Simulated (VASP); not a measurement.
# Si4HC4 in VASP: a series of runs

Si4HC4 is run at these levels: PBE; tasks: single point.

All numbers are computed with VASP 6.6.1; they aren't measurements. Logs are shortened: lines on timing, memory, paths and dates and some standing lists are left out, and cuts for length are marked.

## Step 1: The cell of the first run

The cell holds a slab with vacuum, 9 atoms: a = 3.097 Å, b = 4.379 Å, c = 20.133 Å, α = 90.00°, β = 90.00°, γ = 90.00°.

## Step 2: Single point, PBE, collinear spin

INCAR

```
PREC = Accurate
ENCUT = 520
EDIFF = 1E-6
ISMEAR = 0
SIGMA = 0.05
LREAL = F
LASPH = T
NELM = 200
ALGO = Normal
ISIF = 2
LWAVE = F
LCHARG = T
ISPIN = 2
MAGMOM = 0 0 0 0 0 0 0 0 1
LORBIT = 11
LDIPOL = T
IDIPOL = 3
DIPOL = 0.5 0.5 0.330
GGA = PE
LELF = T
LVHAR = T
LVACPOTAV = T
NBANDS = 30
GGA_COMPAT = F
NELMDL = -8
```

KPOINTS

```
regular mesh
0
Gamma
  9 6 1
```

POSCAR

```
Si4HC4
1.0
    3.0967389835      0.0000000000      0.0000000000
    0.0000000000      4.3794502696      0.0000000000
    0.0000000000      0.0000000000     20.1332068295
Si C H
4 4 1
Direct
    0.5000000000      0.5000000000      0.1986767450
    0.0000000000      0.0000000000      0.2755829977
    0.5000000000      0.4971400051      0.3554907352
    0.0000000000      0.9498903695      0.4168952500
    0.0000000000      0.2500000000      0.1986767450
    0.5000000000      0.7500000000      0.2755829977
    0.0000000000      0.2559423864      0.3541649037
    0.5000000000      0.7547379437      0.4288043580
    0.8333333333      1.2547379437      0.4655522985
```

Potentials or basis: VASP PAW PBE potentials, release 64 (Si, C, H).

Run with:

```sh
$ cat potpaw_PBE.64/Si/POTCAR potpaw_PBE.64/C/POTCAR potpaw_PBE.64/H/POTCAR > POTCAR
$ mpirun -np 1 vasp_std > vasp.out
```

OUTCAR:

```text
PREC = Accurate
   ENCUT = 520
   EDIFF = 1E-6
   ISMEAR = 0
   LREAL = F
   LASPH = T
   NELM = 200
   ISIF = 2
   ISPIN = 2
   LORBIT = 11
   GGA = PE
   NELMDL = -8

 ion  position               nearest neighbor table
   1  0.500  0.500  0.199-   5 1.90   5 1.90   6 1.90   2 3.10   2 3.10   2 3.10   2 3.10
   2  0.000  0.000  0.276-   6 1.90   6 1.90   5 1.90   7 1.94   4 2.85   1 3.10   1 3.10   1 3.10
                             1 3.10   3 3.12   3 3.12   3 3.14   3 3.14
   3  0.500  0.497  0.355-   8 1.86   7 1.87   7 1.87   6 1.95   4 2.80   4 2.80   4 3.11   4 3.11
                             2 3.12   2 3.12   2 3.14   2 3.14
   4  0.000  0.950  0.417-   9 1.73   8 1.78   8 1.78   7 1.84   3 2.80   3 2.80   2 2.85   3 3.11
                             3 3.11
   5  0.000  0.250  0.199-   1 1.90   1 1.90   2 1.90
   6  0.500  0.750  0.276-   2 1.90   2 1.90   1 1.90   3 1.95
   7  0.000  0.256  0.354-   4 1.84   3 1.87   3 1.87   2 1.94
   8  0.500  0.755  0.429-   4 1.78   4 1.78   3 1.86
   9  0.833  0.255  0.466-   4 1.73

  LATTYP: Found a simple orthorhombic cell.
 ALAT       =     3.0967389835
 B/A-ratio  =     1.4142135624
 C/A-ratio  =     6.5014219593

  Lattice vectors:

 A1 = (   3.0967389835,   0.0000000000,   0.0000000000)
 A2 = (   0.0000000000,   4.3794502696,   0.0000000000)
 A3 = (   0.0000000000,   0.0000000000,  20.1332068295)

Analysis of symmetry for initial positions (statically):
=====================================================================
 Subroutine PRICEL returns:
 Original cell was already a primitive cell.

 Routine SETGRP: Setting up the symmetry group for a
 simple orthorhombic supercell.

 Subroutine GETGRP returns: Found  1 space group operations
 (whereof  1 operations were pure point group operations)
 out of a pool of  8 trial point group operations.

The static configuration has the point symmetry C_1 .

Analysis of symmetry for dynamics (positions and initial velocities):
=====================================================================
 Subroutine PRICEL returns:
 Original cell was already a primitive cell.

 Routine SETGRP: Setting up the symmetry group for a
 simple orthorhombic supercell.

 Subroutine GETGRP returns: Found  1 space group operations
 (whereof  1 operations were pure point group operations)
 out of a pool of  8 trial point group operations.

The dynamic configuration has the point symmetry C_1 .

Analysis of structural, dynamic, and magnetic symmetry:
=====================================================================
[... 178 lines left out ...]

 val. band max:       -1.2851334071   @ k =   0.1111   0.5000   0.0000
 cond. band min:      -1.2436553326   @ k =   0.4444   0.1667   0.0000
 fundamental gap:      0.0414780745
 Fermi energy:        -1.2814704943

 spin component 1

 k-point     1 :       0.0000    0.0000    0.0000
  band No.  band energies     occupation
      1     -16.6911      1.00000
      2     -14.9345      1.00000
      3     -12.7016      1.00000
      4     -12.0811      1.00000
      5      -9.2275      1.00000
      6      -8.1416      1.00000
[... 733 lines left out ...]
     27       5.7381      0.00000
     28       5.9304      0.00000

 [... further k-points ...]

 spin component 2

 k-point     1 :       0.0000    0.0000    0.0000
  band No.  band energies     occupation
      1     -16.6197      1.00000
      2     -14.8359      1.00000
      3     -12.5609      1.00000
      4     -11.9868      1.00000
      5      -9.1764      1.00000
      6      -8.0400      1.00000
[... 733 lines left out ...]
     27       5.8330      0.00000
     28       5.9678      0.00000

 [... further k-points ...]

 [bands above 28 left out]

------------------------ aborting loop because EDIFF is reached ----------------------------------------

  FORCE on cell =-STRESS in cart. coord.  units (eV):
  Direction    XX          YY          ZZ          XY          YZ          ZX
  --------------------------------------------------------------------------------------
  -------------------------------------------------------------------------------------
  Total        1.2572960     -2.1901683      0.0343333      2.0150347      0.2242468      0.4142326
  in kB        7.3775294    -12.8514142      0.2014600     11.8237698      1.3158295      2.4306235
  external PRESSURE =      -1.7574749 kB  Pullay stress =       0.0000000 kB

 VOLUME and BASIS-vectors are now :
 -----------------------------------------------------------------------------
  energy-cutoff  :      520.00
  volume of cell :      273.05
      direct lattice vectors                 reciprocal lattice vectors
     3.096738983  0.000000000  0.000000000     0.322920338  0.000000000  0.000000000
     0.000000000  4.379450270  0.000000000     0.000000000  0.228339161  0.000000000
     0.000000000  0.000000000 20.133206830     0.000000000  0.000000000  0.049669186

 POSITION                                       TOTAL-FORCE (eV/Angst)
 -----------------------------------------------------------------------------------
      1.54837      2.18973      4.00000         0.004604     -2.610184      1.520694
      0.00000      0.00000      5.54837         0.045212      0.570888     -0.878491
      1.54837      2.17720      7.15717        -0.086927     -0.555499      0.258057
      0.00000      4.16000      8.39344        -0.624663      2.525000      3.126115
      0.00000      1.09486      4.00000        -0.011852      1.841571     -0.330083
      1.54837      3.28459      5.54837         0.006759      0.555997     -0.278624
      0.00000      1.12089      7.13048         0.184108     -0.315113     -2.101435
      1.54837      3.30534      8.63321        -0.246634     -1.270586     -1.300606
      2.58062      1.11561      9.37306         0.729392     -0.742075     -0.015627
 -----------------------------------------------------------------------------------
    total drift:                               -0.000003     -0.000047      0.000060

  FREE ENERGIE OF THE ION-ELECTRON SYSTEM (eV)
  ---------------------------------------------------
  free  energy   TOTEN  =       -57.0001118239 eV

  energy  without entropy=      -56.9978265319  energy(sigma->0) =      -56.99896918

 vacuum level on the upper side and lower side of the slab         4.958         3.728

 total charge

# of ion       s       p       d       tot
------------------------------------------
    1        0.754   0.849   0.000   1.603
    2        0.711   0.927   0.000   1.639
    3        0.712   0.957   0.000   1.669
    4        0.721   1.003   0.000   1.724
    5        0.863   1.521   0.000   2.384
    6        0.853   1.640   0.000   2.493
    7        0.856   1.681   0.000   2.537
    8        0.876   1.616   0.000   2.492
    9        0.472   0.008   0.000   0.480
--------------------------------------------------
tot          6.819  10.201   0.000  17.020

 magnetization (x)

# of ion       s       p       d       tot
------------------------------------------
    1        0.000   0.003   0.000   0.003
    2        0.000   0.005   0.000   0.005
    3        0.001   0.006   0.000   0.007
    4       -0.001   0.011   0.000   0.009
    5        0.009   0.071   0.000   0.080
    6        0.002   0.010   0.000   0.013
    7        0.005   0.050   0.000   0.056
    8        0.018   0.111   0.000   0.129
    9        0.066   0.001   0.000   0.067
--------------------------------------------------
tot          0.100   0.268   0.000   0.368
```

Wall time 26 min (1 thread of Oxide Virtual Turin-like, shared host); peak memory 0.62 GiB.

What came out:

* Free energy: -57.0001 eV
* Largest force: 4.067 eV/Å
* Net moment: 0.71 μB per cell
* Site moments: Si +0.00, +0.01 (each value once); C +0.08, +0.01, +0.06, +0.13; H +0.07 μB
* Valence electrons inside the program's atomic spheres: Si 1.60, 1.64, 1.67, 1.72; C 2.38, 2.49, 2.54 (each value once); H 0.48

Forces in eV/Å, atoms in the order of the input:
```
Si   0.005 -2.610  1.521
Si   0.045  0.571 -0.878
Si  -0.087 -0.555  0.258
Si  -0.625  2.525  3.126
C   -0.012  1.842 -0.330
C    0.007  0.556 -0.279
C    0.184 -0.315 -2.101
C   -0.247 -1.271 -1.301
H    0.729 -0.742 -0.016
```

Caveat: a moment this small can come from the mesh or the smearing.

## Step 3: Single point, PBE, collinear spin

INCAR

```
SYSTEM = Si4HC4
ALGO = Normal
DIPOL = 0.5 0.5 0.332
EDIFF = 1E-6
ENCUT = 520
GGA = PE
GGA_COMPAT = .FALSE.
IDIPOL = 3
ISIF = 2
ISMEAR = 0
ISPIN = 2
LASPH = .TRUE.
LCHARG = .FALSE.
LDIPOL = .TRUE.
LORBIT = 11
LREAL = .FALSE.
LWAVE = .FALSE.
MAGMOM = 0 0 0 0 0 0 0 0 1
NBANDS = 30
NELM = 200
NELMDL = -8
PREC = Accurate
SIGMA = 0.05
```

KPOINTS

```
k-points
0
G
  9 6 1
  0 0 0
```

POSCAR: that of step 2 with these lines changed.

```diff
@@ -16,2 +16,2 @@
     0.5000000000      0.7547379437      0.4288043580
-    0.8333333333      1.2547379437      0.4655522985
+    0.6666666667      0.9214046103      0.4801037106
```

Potentials or basis: VASP PAW PBE potentials, release 64 (Si, C, H).

Run with:

```sh
$ cat potpaw_PBE.64/Si/POTCAR potpaw_PBE.64/C/POTCAR potpaw_PBE.64/H/POTCAR > POTCAR
$ mpirun -np 1 vasp_std > vasp.out
```

It took 12 min on 1 thread of Oxide Virtual Turin-like, shared host; peak memory 0.63 GiB.

It converged, with:

```
Free energy                                           : -56.8328 eV
Largest force                                         : 3.155 eV/Å
Net moment                                            : 0.00 μB per cell
Valence electrons inside the program's atomic spheres : Si 1.60, 1.63, 1.64, 1.75; C 2.38, 2.49, 2.54, 2.53; H 0.53
```

Forces on the atoms (eV/Å):
```
Si   0.048 -2.773  1.504
Si   0.009  0.510 -1.258
Si  -0.029 -0.590 -0.728
Si   0.815  1.459 -0.583
C   -0.041  1.696 -0.267
C   -0.007  0.699  0.512
C   -0.074 -0.194 -0.246
C   -0.739  0.392  1.068
H    0.017 -1.199 -0.003
```

Levels at points of the mesh, in eV from the Fermi level:
Spin up:
| k point | band 13 | band 14 | band 15 | band 16 | band 17 | band 18 | band 19 | band 20 |
| --- | --- | --- | --- | --- | --- | --- | --- | --- |
| (0.00, 0.00, 0.00) | -2.35 | -2.15 | -1.01 | -0.92 | 0.21 | 0.88 | 1.45 | 2.74 |
| (0.00, 0.50, 0.00) | -2.61 | -1.91 | -1.60 | -0.87 | 0.21 | 0.39 | 2.74 | 3.60 |
Spin down:
```tsv
k point	band 14	band 15	band 16	band 17	band 18	band 19
(0.00, 0.00, 0.00)	-2.15	-1.01	-0.92	0.20	0.88	1.45
(0.00, 0.50, 0.00)	-1.91	-1.60	-0.86	0.20	0.38	2.75
```
